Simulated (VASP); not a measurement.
# NiSb (Breithauptite) (P6_3/mmc) in VASP: further runs

NiSb (Breithauptite) is run at these levels: PBE, PBEsol; tasks: single point.

Program: VASP 6.6.1. These are calculated values, not measurements. Logs are shortened: lines on timing, memory, paths and dates and some standing lists are left out, and cuts for length are marked.

## 1. The cell of the first run

The structure is hexagonal, space group P6_3/mmc (No. 194). The conventional cell has a = 3.928 Å, b = 3.928 Å, c = 5.120 Å, α = 90.00°, β = 90.00°, γ = 120.00°. Sb (site symmetry -6m2) has 6 Ni at 2.60 Å within 3.4 Å. Ni (site symmetry -3m) has 2 Ni at 2.56 Å and 6 Sb at 2.60 Å within 3.4 Å.

## 2. Single point, PBE, collinear spin, ferromagnetic start

INCAR reads:

```
ALGO = Normal
EDIFF = 1E-6
ENCUT = 520
GGA = PE
ISIF = 2
ISMEAR = -1
ISPIN = 2
LASPH = T
LCHARG = F
LMAXMIX = 4
LORBIT = 11
LREAL = F
LWAVE = F
MAGMOM = 0 0 2.5 2.5
NBANDS = 27
NELM = 150
PREC = Accurate
SIGMA = 0.05
```

KPOINTS reads:

```
k-points
0
Gamma
  8 8 5
```

POSCAR reads:

```
NiSb
1.0
    3.9280000000      0.0000000000      0.0000000000
   -1.9640000000      3.4017477861      0.0000000000
    0.0000000000      0.0000000000      5.1200000000
Sb Ni
2 2
Direct
    0.6666666667      0.3333333333      0.7500000000
    0.3333333333      0.6666666667      0.2500000000
    0.0000000000      0.0000000000      0.5000000000
    0.0000000000      0.0000000000      0.0000000000
```

Potentials or basis: VASP PAW PBE potentials, release 64 (Sb, Ni).

Launch:

```console
$ cat potpaw_PBE.64/Sb/POTCAR potpaw_PBE.64/Ni/POTCAR > POTCAR
$ mpirun -np 1 vasp_std > vasp.out
```

OUTCAR:

```text
EDIFF = 1E-6
   ENCUT = 520
   GGA = PE
   ISIF = 2
   ISMEAR = -1
   ISPIN = 2
   LASPH = T
   LORBIT = 11
   LREAL = F
   NELM = 150
   PREC = Accurate

 ion  position               nearest neighbor table
   1  0.667  0.333  0.750-   3 2.60   4 2.60   3 2.60   4 2.60   3 2.60   4 2.60   2 3.42   2 3.42
                             2 3.42   2 3.42   2 3.42   2 3.42
   2  0.333  0.667  0.250-   3 2.60   4 2.60   3 2.60   4 2.60   3 2.60   4 2.60   1 3.42   1 3.42
                             1 3.42   1 3.42   1 3.42   1 3.42
   3  0.000  0.000  0.500-   4 2.56   4 2.56   1 2.60   2 2.60   1 2.60   2 2.60   1 2.60   2 2.60

   4  0.000  0.000  0.000-   3 2.56   3 2.56   1 2.60   2 2.60   1 2.60   2 2.60   1 2.60   2 2.60

  LATTYP: Found a hexagonal cell.
 ALAT       =     3.9280000000
 C/A-ratio  =     1.3034623218

  Lattice vectors:

 A1 = (   3.9280000000,   0.0000000000,   0.0000000000)
 A2 = (  -1.9640000000,   3.4017477861,   0.0000000000)
 A3 = (   0.0000000000,   0.0000000000,   5.1200000000)

Analysis of symmetry for initial positions (statically):
=====================================================================
 Subroutine PRICEL returns:
 Original cell was already a primitive cell.

 Routine SETGRP: Setting up the symmetry group for a
 hexagonal supercell.

 Subroutine GETGRP returns: Found 24 space group operations
 (whereof 12 operations were pure point group operations)
 out of a pool of 24 trial point group operations.

The static configuration has the point symmetry D_3d.
 The point group associated with its full space group is D_6h.

Analysis of symmetry for dynamics (positions and initial velocities):
=====================================================================
 Subroutine PRICEL returns:
 Original cell was already a primitive cell.

 Routine SETGRP: Setting up the symmetry group for a
 hexagonal supercell.

 Subroutine GETGRP returns: Found 24 space group operations
 (whereof 12 operations were pure point group operations)
 out of a pool of 24 trial point group operations.

The dynamic configuration has the point symmetry D_3d.
 The point group associated with its full space group is D_6h.

Analysis of structural, dynamic, and magnetic symmetry:
=====================================================================
 Subroutine PRICEL returns:
 Original cell was already a primitive cell.

 Routine SETGRP: Setting up the symmetry group for a
 hexagonal supercell.

 Subroutine GETGRP returns: Found 24 space group operations
 (whereof 12 operations were pure point group operations)
 out of a pool of 24 trial point group operations.

The overall configuration has the point symmetry D_3d.
 The point group associated with its full space group is D_6h.

 Subroutine INISYM returns: Found 24 space group operations
 (whereof 12 operations are pure point group operations),
 and found     1 'primitive' translations

----------------------------------------------------------------------------------------

                                     Primitive cell

  volume of cell :      68.4138

  direct lattice vectors                    reciprocal lattice vectors
     3.928000000  0.000000000  0.000000000     0.254582485  0.146983266  0.000000000
    -1.964000000  3.401747786  0.000000000     0.000000000  0.293966532  0.000000000
     0.000000000  0.000000000  5.120000000     0.000000000  0.000000000  0.195312500

  length of vectors
     3.928000000  3.928000000  5.120000000     0.293966532  0.293966532  0.195312500

  position of ions in fractional coordinates (direct lattice)
     0.666666667  0.333333333  0.750000000
     0.333333333  0.666666667  0.250000000
     0.000000000  0.000000000  0.500000000
     0.000000000  0.000000000  0.000000000

  ion indices of the primitive-cell ions
   primitive index   ion index
                 1           1
                 2           2
                 3           3
                 4           4

----------------------------------------------------------------------------------------

 KPOINTS: k-points

Automatic generation of k-mesh.
 Grid dimensions read from file:
 generate k-points for:    8    8    5

 Generating k-lattice:

  Cartesian coordinates                     Fractional coordinates (reciprocal lattice)
     0.031822811  0.018372908  0.000000000     0.125000000  0.000000000  0.000000000
     0.000000000  0.036745817  0.000000000     0.000000000  0.125000000  0.000000000
     0.000000000  0.000000000  0.039062500     0.000000000  0.000000000  0.200000000

  Length of vectors
     0.036745817  0.036745817  0.039062500

  Shift w.r.t. Gamma in fractional coordinates (k-lattice)
     0.000000000  0.000000000  0.000000000

 Subroutine IBZKPT returns following result:
 ===========================================

 Found     30 irreducible k-points:

 Following reciprocal coordinates:
            Coordinates               Weight
  0.000000  0.000000  0.000000      1.000000
  0.125000  0.000000  0.000000      6.000000
  0.250000  0.000000  0.000000      6.000000
  0.375000 -0.000000  0.000000      6.000000
  0.500000  0.000000  0.000000      3.000000
  0.125000  0.125000  0.000000      6.000000
[... 16 lines left out ...]
  0.250000  0.000000  0.400000     12.000000
  0.375000 -0.000000  0.400000     12.000000
 [... further k-points ...]
   k-points           NKPTS =     30   k-points in BZ     NKDIM =     30   number of bands    NBANDS=     27
   number of dos      NEDOS =    301   number of ions     NIONS =      4
   total plane-waves  NPLWV =  36000
   dimension x,y,z NGX =    30 NGY =   30 NGZ =   40
   dimension x,y,z NGXF=    60 NGYF=   60 NGZF=   80
   ions per type =               2   2
   NGX,Y,Z   is equivalent  to a cutoff of  12.70, 12.70, 12.99 a.u.
   NGXF,Y,Z  is equivalent  to a cutoff of  25.39, 25.39, 25.98 a.u.
 SYSTEM =  unknown system
   PREC   = accura    normal or accurate (medium, high low for compatibility)
   ISTART =      0    job   : 0-new  1-cont  2-samecut
   ICHARG =      2    charge: 1-file 2-atom 10-const
   ISPIN  =      2    spin polarized calculation?
   LNONCOLLINEAR =      F non collinear calculations
   LSORBIT =      F    spin-orbit coupling
   LASPH  =      T    aspherical Exc in radial PAW
   ENCUT  =  520.0 eV  38.22 Ry    6.18 a.u.   7.30  7.30  9.52*2*pi/ulx,y,z
   NELM   =    150;   NELMIN=  2; NELMDL= -5     # of ELM steps
   EDIFF  = 0.1E-05   stopping-criterion for ELM
   LREAL  =      F    real-space projection
   EDIFFG = 0.1E-04   stopping-criterion for IOM
   NSW    =      0    number of steps for IOM
   IBRION =     -1    ionic relax: 0-MD 1-quasi-New 2-CG
   NFREE  =      0    steps in history (QN), initial steepest desc. (CG)
   ISIF   =      2    stress and relaxation
   ISYM   =      2    0-nonsym 1-usesym 2-fastsym
   POTIM  = 0.5000    time-step for ionic-motion
   TEBEG  =    0.0;   TEEND  =   0.0 temperature during run
   PSTRESS=    0.0 pullay stress
   NELECT =      30.0000    total number of electrons
   NUPDOWN=      -1.0000    fix difference up-down
   EMIN   =  10.00;   EMAX   =-10.00  energy-range for DOS
   EFERMI =   0.00;   METHOD = LEGACY
   ISMEAR =    -1;   SIGMA  =   0.05  broadening in eV -4-tet -1-fermi 0-gaus
   EFERMI_NEDOS =   21; number of points for ismear=-14 and -15
   IALGO  =     38    algorithm
   IMIX   =      4    mixing-type and parameters
     AMIX     =   0.40;   BMIX     =  1.00
     AMIX_MAG =   1.60;   BMIX_MAG =  1.00
  volume/ion in A,a.u.               =      17.10       115.42
  Fermi-wavevector in a.u.,A,eV,Ry     =   1.243753  2.350352 21.047138  1.546921
  Thomas-Fermi vector in A             =   2.378050
   LORBIT       =     11    0 simple, 1 ext, 2 COOP (PROOUT), +10 PAW based schemes
   GGA     = PE    functional components
   LHFCALC =     F    Hartree Fock is set to
   AEXX    =    0.0000 exact exchange contribution
   IVDW    =     0    specifies the selected vdW correction
   LEPSILON=     F    determine dielectric tensor
   LRPA    =     F    only Hartree local field effects (RPA)
 spin polarized calculation
  energy-cutoff  :      520.00
  volume of cell :       68.41
 maximum number of plane-waves:      1867
 NGX is ok and might be reduce to    30
   NGX = 15   NGY = 15   NGZ = 19

 number of electron      30.0000034 magnetization      -0.0048506

 number of electron      30.0000034 magnetization       0.0001021

 Free energy of the ion-electron system (eV)
  ---------------------------------------------------
  ext. energy  EPLUGINS =         0.00000000
  ---------------------------------------------------
  free energy    TOTEN  =       -20.29226356 eV

  energy without entropy =      -20.27271972  energy(sigma->0) =      -20.28249164

 E-fermi :  10.0327     XC(G=0): -11.5321

 val. band max:       10.0209610200   @ k =   0.0000   0.0000   0.0000
 cond. band min:      10.0355484060   @ k =   0.1250   0.0000   0.0000
 fundamental gap:      0.0145873859
 Fermi energy:        10.0326972471

 spin component 1

 k-point     1 :       0.0000    0.0000    0.0000
  band No.  band energies     occupation
      1      -2.9322      1.00000
      2       1.6358      1.00000
      3       3.8001      1.00000
      4       6.1209      1.00000
      5       6.1209      1.00000
      6       6.8835      1.00000
[... 19 lines left out ...]
     26      19.7460      0.00000
     27      19.7460      0.00000
[... 667 lines left out ...]
      5       6.6797      1.00000
      6       6.9164      1.00000
[... 19 lines left out ...]
     26      20.8743      0.00000
     27      21.7020      0.00000

 [... further k-points ...]

 spin component 2

 k-point     1 :       0.0000    0.0000    0.0000
  band No.  band energies     occupation
      1      -2.9321      1.00000
      2       1.6358      1.00000
      3       3.8001      1.00000
      4       6.1209      1.00000
      5       6.1209      1.00000
      6       6.8836      1.00000
[... 19 lines left out ...]
     26      19.7460      0.00000
     27      19.7460      0.00000
[... 667 lines left out ...]
      5       6.6797      1.00000
      6       6.9165      1.00000
[... 19 lines left out ...]
     26      20.8744      0.00000
     27      21.7021      0.00000

 [... further k-points ...]
[... 5 lines left out ...]
  --------------------------------------------------------------------------------------
  -------------------------------------------------------------------------------------
  Total        1.6157786      1.6157786      1.4001698      0.0000000      0.0000000     -0.0000000
  in kB       37.8398036     37.8398036     32.7904781      0.0000000      0.0000000     -0.0000000
  external PRESSURE =      36.1566951 kB  Pullay stress =       0.0000000 kB

 VOLUME and BASIS-vectors are now :
 -----------------------------------------------------------------------------
  energy-cutoff  :      520.00
  volume of cell :       68.41
      direct lattice vectors                 reciprocal lattice vectors
     3.928000000  0.000000000  0.000000000     0.254582485  0.146983266  0.000000000
    -1.964000000  3.401747786  0.000000000     0.000000000  0.293966532  0.000000000
     0.000000000  0.000000000  5.120000000     0.000000000  0.000000000  0.195312500

 POSITION                                       TOTAL-FORCE (eV/Angst)
 -----------------------------------------------------------------------------------
      1.96400      1.13392      3.84000        -0.000000      0.000000      0.000000
     -0.00000      2.26783      1.28000         0.000000     -0.000000      0.000000
      0.00000      0.00000      2.56000        -0.000000      0.000000      0.000000
      0.00000      0.00000      0.00000        -0.000000      0.000000      0.000000
 -----------------------------------------------------------------------------------
    total drift:                               -0.000000      0.000000     -0.000000

  FREE ENERGIE OF THE ION-ELECTRON SYSTEM (eV)
  ---------------------------------------------------
  free  energy   TOTEN  =       -20.2922635594 eV

  energy  without entropy=      -20.2727197243  energy(sigma->0) =      -20.28249164

 total charge

# of ion       s       p       d       tot
------------------------------------------
    1        1.130   1.224   0.076   2.430
    2        1.130   1.224   0.076   2.430
    3        0.450   0.487   8.465   9.402
    4        0.450   0.487   8.465   9.402
--------------------------------------------------
tot          3.161   3.422  17.083  23.666

 magnetization (x)

# of ion       s       p       d       tot
------------------------------------------
    1       -0.000  -0.000  -0.000  -0.000
    2       -0.000  -0.000  -0.000  -0.000
    3        0.000   0.000  -0.000  -0.000
    4        0.000   0.000  -0.000  -0.000
--------------------------------------------------
tot         -0.000  -0.000  -0.000  -0.000
```

Run time: 5.1 min. Hardware: 1 thread of AMD EPYC 7R13, shared host; peak memory 0.23 GiB.

What came out:

* Free energy: -20.2923 eV
* Pressure: 3.6 GPa
* Band gap on the k mesh: zero (filled and empty bands overlap)
* Net moment: 0.00 μB per cell
* Valence electrons inside the program's atomic spheres: Sb 2.43; Ni 9.40

Levels at points of the mesh, in eV from the Fermi level:
Spin up:
```csv
k point,band 11,band 12,band 13,band 14,band 15,band 16,band 17,band 18,band 19,band 20
"(0.00, 0.00, 0.00)",-1.32,-1.32,-0.01,0.63,0.63,2.52,2.52,3.18,4.09,5.38
"(0.50, 0.00, 0.00)",-2.08,-1.85,-1.58,-1.38,-1.31,-0.33,1.17,3.47,4.03,5.39
```
Spin down:
```csv
k point,band 12,band 13,band 14,band 15,band 16,band 17,band 18,band 19
"(0.00, 0.00, 0.00)",-1.32,-0.01,0.63,0.63,2.52,2.52,3.18,4.09
"(0.50, 0.00, 0.00)",-1.85,-1.58,-1.38,-1.31,-0.33,1.17,3.47,4.03
```

Caveat: the starting moments collapsed, and a magnetic state may lie lower; spin-orbit coupling is left out, which moves the levels of the heavy elements.

## 3. Single point, PBEsol, collinear spin, ferromagnetic start (volume scaled by 1.04)

INCAR reads:

```
SYSTEM = NiSb
  PREC = Accurate
  ENCUT = 520
  EDIFF = 1E-7
  ISMEAR = -1
  SIGMA = 0.05
  LREAL = .False.
  LASPH = .True.
  NELM = 150
  ALGO = Normal
  ISIF = 2
  LWAVE = .False.
  LCHARG = .True.
  ISPIN = 2
  MAGMOM = 0 0 1 1
  LORBIT = 11
  LMAXMIX = 4
  GGA = PS
  LELF = .True.
  LVHAR = .True.
  NBANDS = 27
```

KPOINTS reads:

```
Automatic mesh
0
Gamma
  8 8 5
  0 0 0
```

POSCAR reads:

```
NiSb
1.0
    3.9796901382      0.0000000000      0.0000000000
   -1.9898450691      3.4465127589      0.0000000000
    0.0000000000      0.0000000000      5.1873761476
Sb Ni
2 2
Direct
    0.6666666667      0.3333333333      0.7500000000
    0.3333333333      0.6666666667      0.2500000000
    0.0000000000      0.0000000000      0.5000000000
    0.0000000000      0.0000000000      0.0000000000
```

Potentials or basis: VASP PAW PBE potentials, release 64 (Sb, Ni).

Launch:

```console
$ cat potpaw_PBE.64/Sb/POTCAR potpaw_PBE.64/Ni/POTCAR > POTCAR
$ mpirun -np 1 vasp_std > vasp.out
```

It used 110 s of CPU time on 1 thread of AMD EPYC 7R13 Processor (Zen 3) (shared host).

Results (log left out):

```
Free energy                                           : -22.6080 eV
Pressure                                              : -6.2 GPa
Band gap on the k mesh                                : zero (filled and empty bands overlap)
Net moment                                            : 0.00 μB per cell
Valence electrons inside the program's atomic spheres : Sb 2.40; Ni 9.34
```

Stress tensor (GPa, compression positive):
```
-5.98  0.00  0.00
 0.00 -5.98  0.00
 0.00  0.00 -6.58
```

Levels at points of the mesh, in eV from the Fermi level:
Spin up:
```tsv
k point	band 12	band 13	band 14	band 15	band 16	band 17	band 18	band 19
(0.00, 0.00, 0.00)	-1.22	0.01	0.61	0.61	2.43	2.43	3.11	3.90
(0.50, 0.00, 0.00)	-1.72	-1.47	-1.27	-1.20	-0.38	1.14	3.44	3.86
```
Spin down:
```tsv
k point	band 13	band 14	band 15	band 16	band 17	band 18
(0.00, 0.00, 0.00)	0.01	0.61	0.61	2.43	2.43	3.11
(0.50, 0.00, 0.00)	-1.47	-1.27	-1.20	-0.38	1.14	3.44
```

Caveat: the PAW data sets were made with another functional, which shifts forces and pressure a little; spin-orbit coupling is left out, which moves the levels of the heavy elements.

## 4. Single point, PBEsol, collinear spin, ferromagnetic start (volume scaled by 1.06)

INCAR reads:

```
PREC = Accurate
ENCUT = 520
EDIFF = 1E-6
ISMEAR = -1
SIGMA = 0.05
LREAL = F
LASPH = T
NELM = 150
ALGO = Normal
ISIF = 2
LWAVE = F
LCHARG = T
ISPIN = 2
MAGMOM = 0 0 1 1
LORBIT = 11
LMAXMIX = 4
GGA = PS
LELF = T
LVHAR = T
NBANDS = 27
```

KPOINTS reads:

```
Automatic mesh
0
Gamma
  8 8 5
```

POSCAR reads:

```
NiSb
1.0
    4.0050391665      0.0000000000      0.0000000000
   -2.0025195832      3.4684656614      0.0000000000
    0.0000000000      0.0000000000      5.2204176508
Sb Ni
2 2
Direct
    0.6666666667      0.3333333333      0.7500000000
    0.3333333333      0.6666666667      0.2500000000
    0.0000000000      0.0000000000      0.5000000000
    0.0000000000      0.0000000000      0.0000000000
```

Launch:

```console
$ cat potpaw_PBE.64/Sb/POTCAR potpaw_PBE.64/Ni/POTCAR > POTCAR
$ mpirun -np 1 vasp_std > vasp.out
```

It used 100 s of CPU time on 1 thread of AMD EPYC 7R13 Processor (Zen 3), on a shared host.

It converged, with:

| Property | Result |
| --- | --- |
| Free energy | -22.5477 eV |
| Pressure | -7.9 GPa |
| Band gap on the k mesh | zero (filled and empty bands overlap) |
| Net moment | 0.00 μB per cell |
| Valence electrons inside the program's atomic spheres | Sb 2.39; Ni 9.31 |

Stress tensor (GPa, compression positive):
```
-7.71  0.00  0.00
 0.00 -7.71  0.00
 0.00  0.00 -8.28
```

Levels at points of the mesh, in eV from the Fermi level:
Spin up:
```tsv
k point	band 11	band 12	band 13	band 14	band 15	band 16	band 17	band 18	band 19	band 20
(0.00, 0.00, 0.00)	-1.17	-1.17	0.02	0.61	0.61	2.39	2.39	3.09	3.82	4.87
(0.50, 0.00, 0.00)	-1.85	-1.66	-1.42	-1.22	-1.16	-0.39	1.13	3.43	3.77	5.25
```
Spin down:
```csv
k point,band 11,band 12,band 13,band 14,band 15,band 16,band 17,band 18,band 19,band 20
"(0.00, 0.00, 0.00)",-1.17,-1.17,0.02,0.61,0.61,2.39,2.39,3.09,3.82,4.87
"(0.50, 0.00, 0.00)",-1.85,-1.66,-1.42,-1.22,-1.16,-0.39,1.13,3.43,3.77,5.25
```

Caveat: the PAW data sets were made with another functional, which shifts forces and pressure a little; spin-orbit coupling is left out, which moves the levels of the heavy elements.
